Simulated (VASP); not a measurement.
# ZnS2 (Fm-3m) in VASP: further runs

Runs on ZnS2. Level: r2SCAN. Tasks: single point.

Program: VASP 6.6.1. These are calculated values, not measurements. Logs are shortened: lines on timing, memory, paths and dates and some standing lists are left out, and cuts for length are marked.

## Step 1: The cell of the first run

It takes space group Fm-3m (No. 225, cubic). Conventional cell: a = 5.926 Å, b = 5.926 Å, c = 5.926 Å, α = 90.00°, β = 90.00°, γ = 90.00°. Within 3.4 Å of Zn (site symmetry m-3m) lie 8 S at 2.57 Å. S (site symmetry -43m) has 4 Zn at 2.57 Å and 6 S at 2.96 Å within 3.4 Å.

## Step 2: Single point, r2SCAN

The input, POSCAR:

```
ZnS2
1.0
    0.0000000000      2.9631784516      2.9631784516
    2.9631784516      0.0000000000      2.9631784516
    2.9631784516      2.9631784516      0.0000000000
Zn S
1 2
Direct
    0.0000000000      0.0000000000      0.0000000000
    0.2500000000      0.2500000000      0.2500000000
    0.7500000000      0.7500000000      0.7500000000
```

The input, INCAR.step1:

```
PREC = Accurate
ENCUT = 520
ISMEAR = 0
SIGMA = 0.1
LREAL = False
LASPH = True
NELM = 60
NBANDS = 19
GGA = PE
ALGO = Normal
EDIFF = 1E-4
LWAVE = True
LCHARG = False
```

The input, INCAR.step2:

```
PREC = Accurate
ENCUT = 520
EDIFF = 1E-7
ISMEAR = 0
SIGMA = 0.1
LREAL = False
LASPH = True
NELM = 60
ALGO = Normal
ISIF = 2
LWAVE = False
LCHARG = False
METAGGA = R2SCAN
LMIXTAU = True
NBANDS = 19
ISTART = 1
```

The input, KPOINTS:

```
Automatic mesh
0
Gamma
  6 6 6
```

Potentials or basis: VASP PAW PBE potentials, release 64 (Zn, S).

Run with:

```console
$ cat potpaw_PBE.64/Zn/POTCAR potpaw_PBE.64/S/POTCAR > POTCAR
$ cp INCAR.step1 INCAR
$ mpirun -np 1 vasp_std > vasp.out
$ cp INCAR.step2 INCAR
$ mpirun -np 1 vasp_std > vasp.out
```

OUTCAR:

```text
PREC = Accurate
   ENCUT = 520
   EDIFF = 1E-7
   ISMEAR = 0
   LREAL = False
   LASPH = True
   NELM = 60
   ISIF = 2
   METAGGA = R2SCAN
   ISTART = 1

 ion  position               nearest neighbor table
   1  0.000  0.000  0.000-   3 2.57   3 2.57   3 2.57   2 2.57   2 2.57   2 2.57   3 2.57   2 2.57

   2  0.250  0.250  0.250-   1 2.57   1 2.57   1 2.57   1 2.57
   3  0.750  0.750  0.750-   1 2.57   1 2.57   1 2.57   1 2.57

  LATTYP: Found a face centered cubic cell.
 ALAT       =     5.9263569032

  Lattice vectors:

 A1 = (   0.0000000000,   2.9631784516,   2.9631784516)
 A2 = (   2.9631784516,   0.0000000000,   2.9631784516)
 A3 = (   2.9631784516,   2.9631784516,   0.0000000000)

Analysis of symmetry for initial positions (statically):
=====================================================================
 Subroutine PRICEL returns:
 Original cell was already a primitive cell.

 Routine SETGRP: Setting up the symmetry group for a
 face centered cubic supercell.

 Subroutine GETGRP returns: Found 48 space group operations
 (whereof 48 operations were pure point group operations)
 out of a pool of 48 trial point group operations.

The static configuration has the point symmetry O_h .

Analysis of symmetry for dynamics (positions and initial velocities):
=====================================================================
 Subroutine PRICEL returns:
 Original cell was already a primitive cell.

 Routine SETGRP: Setting up the symmetry group for a
 face centered cubic supercell.

 Subroutine GETGRP returns: Found 48 space group operations
 (whereof 48 operations were pure point group operations)
 out of a pool of 48 trial point group operations.

The dynamic configuration has the point symmetry O_h .

 Subroutine INISYM returns: Found 48 space group operations
 (whereof 48 operations are pure point group operations),
 and found     1 'primitive' translations

----------------------------------------------------------------------------------------

                                     Primitive cell

  volume of cell :      52.0359

  direct lattice vectors                    reciprocal lattice vectors
     0.000000000  2.963178452  2.963178452    -0.168737728  0.168737728  0.168737728
     2.963178452  0.000000000  2.963178452     0.168737728 -0.168737728  0.168737728
     2.963178452  2.963178452  0.000000000     0.168737728  0.168737728 -0.168737728

  length of vectors
     4.190567154  4.190567154  4.190567154     0.292262318  0.292262318  0.292262318

  position of ions in fractional coordinates (direct lattice)
     0.000000000  0.000000000  0.000000000
     0.250000000  0.250000000  0.250000000
     0.750000000  0.750000000  0.750000000

  ion indices of the primitive-cell ions
   primitive index   ion index
                 1           1
                 2           2
                 3           3

----------------------------------------------------------------------------------------

 KPOINTS: Automatic mesh

Automatic generation of k-mesh.
 Grid dimensions read from file:
 generate k-points for:    6    6    6

 Generating k-lattice:

  Cartesian coordinates                     Fractional coordinates (reciprocal lattice)
    -0.028122955  0.028122955  0.028122955     0.166666667  0.000000000  0.000000000
     0.028122955 -0.028122955  0.028122955     0.000000000  0.166666667  0.000000000
     0.028122955  0.028122955 -0.028122955     0.000000000  0.000000000  0.166666667

  Length of vectors
     0.048710386  0.048710386  0.048710386

  Shift w.r.t. Gamma in fractional coordinates (k-lattice)
     0.000000000  0.000000000  0.000000000

 Subroutine IBZKPT returns following result:
 ===========================================

 Found     16 irreducible k-points:

 Following reciprocal coordinates:
            Coordinates               Weight
  0.000000  0.000000  0.000000      1.000000
  0.166667  0.000000  0.000000      8.000000
  0.333333  0.000000  0.000000      8.000000
  0.500000  0.000000  0.000000      4.000000
  0.166667  0.166667  0.000000      6.000000
  0.333333  0.166667  0.000000     24.000000
[... 8 lines left out ...]
 -0.333333  0.333333  0.166667     24.000000
 -0.333333  0.500000  0.166667     12.000000
   k-points           NKPTS =     16   k-points in BZ     NKDIM =     16   number of bands    NBANDS=     19
   number of dos      NEDOS =    301   number of ions     NIONS =      3
   total plane-waves  NPLWV =  32768
   dimension x,y,z NGX =    32 NGY =   32 NGZ =   32
   dimension x,y,z NGXF=    64 NGYF=   64 NGZF=   64
   ions per type =               1   2
   NGX,Y,Z   is equivalent  to a cutoff of  12.69, 12.69, 12.69 a.u.
   NGXF,Y,Z  is equivalent  to a cutoff of  25.39, 25.39, 25.39 a.u.
 SYSTEM =  unknown system
   PREC   = accura    normal or accurate (medium, high low for compatibility)
   ISTART =      1    job   : 0-new  1-cont  2-samecut
   ICHARG =      0    charge: 1-file 2-atom 10-const
   ISPIN  =      1    spin polarized calculation?
   LNONCOLLINEAR =      F non collinear calculations
   LSORBIT =      F    spin-orbit coupling
   LASPH  =      T    aspherical Exc in radial PAW
   ENCUT  =  520.0 eV  38.22 Ry    6.18 a.u.   7.79  7.79  7.79*2*pi/ulx,y,z
   NELM   =     60;   NELMIN=  2; NELMDL=  0     # of ELM steps
   EDIFF  = 0.1E-06   stopping-criterion for ELM
   LREAL  =      F    real-space projection
   EDIFFG = 0.1E-05   stopping-criterion for IOM
   NSW    =      0    number of steps for IOM
   IBRION =     -1    ionic relax: 0-MD 1-quasi-New 2-CG
   NFREE  =      0    steps in history (QN), initial steepest desc. (CG)
   ISIF   =      2    stress and relaxation
   ISYM   =      2    0-nonsym 1-usesym 2-fastsym
   POTIM  = 0.5000    time-step for ionic-motion
   TEBEG  =    0.0;   TEEND  =   0.0 temperature during run
   PSTRESS=    0.0 pullay stress
   NELECT =      24.0000    total number of electrons
   NUPDOWN=      -1.0000    fix difference up-down
   EMIN   =  10.00;   EMAX   =-10.00  energy-range for DOS
   EFERMI =   0.00;   METHOD = LEGACY
   ISMEAR =     0;   SIGMA  =   0.10  broadening in eV -4-tet -1-fermi 0-gaus
   EFERMI_NEDOS =   21; number of points for ismear=-14 and -15
   IALGO  =     38    algorithm
   IMIX   =      4    mixing-type and parameters
     AMIX     =   0.40;   BMIX     =  1.00
     AMIX_MAG =   1.60;   BMIX_MAG =  1.00
  volume/ion in A,a.u.               =      17.35       117.05
  Fermi-wavevector in a.u.,A,eV,Ry     =   1.264865  2.390248 21.767729  1.599883
  Thomas-Fermi vector in A             =   2.398148
   LORBIT       =      0    0 simple, 1 ext, 2 COOP (PROOUT), +10 PAW based schemes
   METAGGA = R2SCAN    functional components
   LHFCALC =     F    Hartree Fock is set to
   AEXX    =    0.0000 exact exchange contribution
   IVDW    =     0    specifies the selected vdW correction
   LEPSILON=     F    determine dielectric tensor
   LRPA    =     F    only Hartree local field effects (RPA)
 non-spin polarized calculation
 Gauss-broadening in eV      SIGMA  =   0.10
  energy-cutoff  :      520.00
  volume of cell :       52.04
 maximum number of plane-waves:      1420
   NGX = 15   NGY = 15   NGZ = 15

 number of electron      23.9999985 magnetization

 Free energy of the ion-electron system (eV)
  ---------------------------------------------------
  ext. energy  EPLUGINS =         0.00000000
  ---------------------------------------------------
  free energy    TOTEN  =       -24.21908061 eV

  energy without entropy =      -24.20492700  energy(sigma->0) =      -24.21200380

 E-fermi :   4.6968     XC(G=0): -11.1277

 val. band max:        4.6704682606   @ k =  -0.3333   0.1667   0.0000
 cond. band min:       4.7506424925   @ k =  -0.1667   0.1667   0.0000
 fundamental gap:      0.0801742319
 Fermi energy:         4.6967534387

 k-point     1 :       0.0000    0.0000    0.0000
  band No.  band energies     occupation
      1     -11.1273      2.00000
      2      -6.2565      2.00000
      3      -3.0641      2.00000
      4      -3.0641      2.00000
      5      -3.0641      2.00000
      6      -2.4877      2.00000
[... 11 lines left out ...]
     18      12.0237      0.00000
     19      12.0237      0.00000

 k-point     2 :       0.1667    0.0000    0.0000
  band No.  band energies     occupation
      1     -10.8677      2.00000
      2      -6.7622      2.00000
      3      -3.0112      2.00000
      4      -3.0111      2.00000
      5      -2.7084      2.00000
      6      -2.4941      2.00000
[... 11 lines left out ...]
     18      12.9696      0.00000
     19      12.9696      0.00000

 k-point     3 :       0.3333    0.0000    0.0000
  band No.  band energies     occupation
      1     -10.1312      2.00000
      2      -7.8287      2.00000
      3      -2.9119      2.00000
      4      -2.9119      2.00000
      5      -2.4887      2.00000
      6      -2.4887      2.00000
[... 11 lines left out ...]
     18      15.1069      0.00000
     19      15.1069      0.00000

 k-point     4 :       0.5000    0.0000    0.0000
  band No.  band energies     occupation
      1      -9.1522      2.00000
      2      -8.9305      2.00000
      3      -2.8709      2.00000
      4      -2.8708      2.00000
      5      -2.4703      2.00000
      6      -2.4702      2.00000
[... 231 lines left out ...]
     18      13.8270      0.00000
     19      15.3178      0.00000

 k-point    15 :      -0.3333    0.3333    0.1667
  band No.  band energies     occupation
      1      -8.8573      2.00000
      2      -8.7929      2.00000
      3      -2.8326      2.00000
      4      -2.7214      2.00000
      5      -2.6143      2.00000
      6      -2.5026      2.00000
[... 11 lines left out ...]
     18      14.5052      0.00000
     19      16.0168      0.00000

 k-point    16 :      -0.3333    0.5000    0.1667
  band No.  band energies     occupation
      1      -9.0546      2.00000
      2      -8.3917      2.00000
      3      -3.0919      2.00000
      4      -2.6291      2.00000
      5      -2.5808      2.00000
      6      -2.5675      2.00000
[... 11 lines left out ...]
     18      15.5732      0.00000
     19      16.0579      0.00000

------------------------ aborting loop because EDIFF is reached ----------------------------------------

  FORCE on cell =-STRESS in cart. coord.  units (eV):
  Direction    XX          YY          ZZ          XY          YZ          ZX
  --------------------------------------------------------------------------------------
  -------------------------------------------------------------------------------------
  Total        1.2926238      1.2926238      1.2926238      0.0000000     -0.0000000     -0.0000000
  in kB       39.7996557     39.7996557     39.7996557      0.0000000     -0.0000000     -0.0000000
  external PRESSURE =      39.7996557 kB  Pullay stress =       0.0000000 kB

 VOLUME and BASIS-vectors are now :
 -----------------------------------------------------------------------------
  energy-cutoff  :      520.00
  volume of cell :       52.04
      direct lattice vectors                 reciprocal lattice vectors
     0.000000000  2.963178452  2.963178452    -0.168737728  0.168737728  0.168737728
     2.963178452  0.000000000  2.963178452     0.168737728 -0.168737728  0.168737728
     2.963178452  2.963178452  0.000000000     0.168737728  0.168737728 -0.168737728

 POSITION                                       TOTAL-FORCE (eV/Angst)
 -----------------------------------------------------------------------------------
      0.00000      0.00000      0.00000        -0.000000     -0.000000     -0.000000
      1.48159      1.48159      1.48159        -0.000000      0.000000      0.000000
      4.44477      4.44477      4.44477         0.000000      0.000000     -0.000000
 -----------------------------------------------------------------------------------
    total drift:                                0.000000     -0.000000      0.000000

  FREE ENERGIE OF THE ION-ELECTRON SYSTEM (eV)
  ---------------------------------------------------
  free  energy   TOTEN  =       -24.2190806069 eV

  energy  without entropy=      -24.2049270005  energy(sigma->0) =      -24.21200380
```

Run time: 2.1 min. Hardware: 1 thread of AMD EPYC 7R13, shared host; peak memory 0.16 GiB.

Results:

* Free energy: -24.2191 eV
* Pressure: 4.0 GPa
* Band gap on the k mesh: zero (bands 12 and 13 overlap by 3.09 eV)

Levels at points of the mesh, in eV from the Fermi level:
```tsv
k point	band 10	band 11	band 12	band 13	band 14	band 15
(0.00, 0.00, 0.00)	-2.92	-0.73	-0.73	-0.73	2.91	3.90
(0.50, 0.00, 0.00)	-3.35	-2.86	-2.11	-2.11	5.00	7.72
(0.50, 0.50, 0.00)	-5.49	0.88	0.88	1.26	1.42	7.74
```

Caveat: the cell stands under pressure; the PAW data sets were made with another functional, which shifts forces and pressure a little.

## Step 3: Single point, r2SCAN

This run uses another cell than the first one, of 18.11 Å³/atom.

The input, POSCAR:

```
ZnS2
1.0
    0.0000000000      3.0063520526      3.0063520526
    3.0063520526      0.0000000000      3.0063520526
    3.0063520526      3.0063520526      0.0000000000
Zn S
1 2
Direct
    0.0000000000      0.0000000000      0.0000000000
    0.2500000000      0.2500000000      0.2500000000
    0.7500000000      0.7500000000      0.7500000000
```

The input, INCAR.step1:

```
PREC = Accurate
ENCUT = 520
ISMEAR = 0
SIGMA = 0.1
LREAL = F
LASPH = T
NELM = 100
NBANDS = 19
GGA = PE
ALGO = Normal
EDIFF = 1E-4
LWAVE = T
LCHARG = F
```

The input, INCAR.step2:

```
PREC = Accurate
ENCUT = 520
EDIFF = 1E-7
ISMEAR = 0
SIGMA = 0.1
LREAL = F
LASPH = T
NELM = 100
ALGO = Normal
ISIF = 2
LWAVE = F
LCHARG = T
METAGGA = R2SCAN
LMIXTAU = T
LELF = T
LVHAR = T
NBANDS = 19
ISTART = 1
```

The input, KPOINTS:

```
Automatic mesh
0
Gamma
  14 14 14
```

Potentials or basis: VASP PAW PBE potentials, release 64 (Zn, S).

Run with:

```console
$ cat potpaw_PBE.64/Zn/POTCAR potpaw_PBE.64/S/POTCAR > POTCAR
$ cp INCAR.step1 INCAR
$ mpirun -np 1 vasp_std > vasp.out
$ cp INCAR.step2 INCAR
$ mpirun -np 1 vasp_std > vasp.out
```

Run time: 13 min. Hardware: 1 thread of AMD EPYC 7R13, shared host; peak memory 0.22 GiB.

The run converged. Its results:

* Free energy: -24.2497 eV
* Pressure: 0.1 GPa
* Band gap on the k mesh: zero (bands 12 and 13 overlap by 2.96 eV)

Levels at points of the mesh, in eV from the Fermi level:
| k point | band 8 | band 9 | band 10 | band 11 | band 12 | band 13 | band 14 | band 15 | band 16 | band 17 |
| --- | --- | --- | --- | --- | --- | --- | --- | --- | --- | --- |
| (0.00, 0.00, 0.00) | -2.78 | -2.78 | -2.78 | -0.65 | -0.65 | -0.65 | 2.63 | 4.08 | 4.08 | 4.08 |
| (0.50, 0.00, 0.00) | -4.06 | -3.11 | -3.11 | -2.72 | -1.97 | -1.97 | 4.81 | 7.71 | 7.71 | 8.17 |
| (0.50, 0.50, 0.00) | -6.53 | -5.16 | -5.16 | 0.84 | 0.84 | 1.35 | 1.41 | 7.54 | 9.00 | 9.77 |

Caveat: the PAW data sets were made with another functional, which shifts forces and pressure a little.
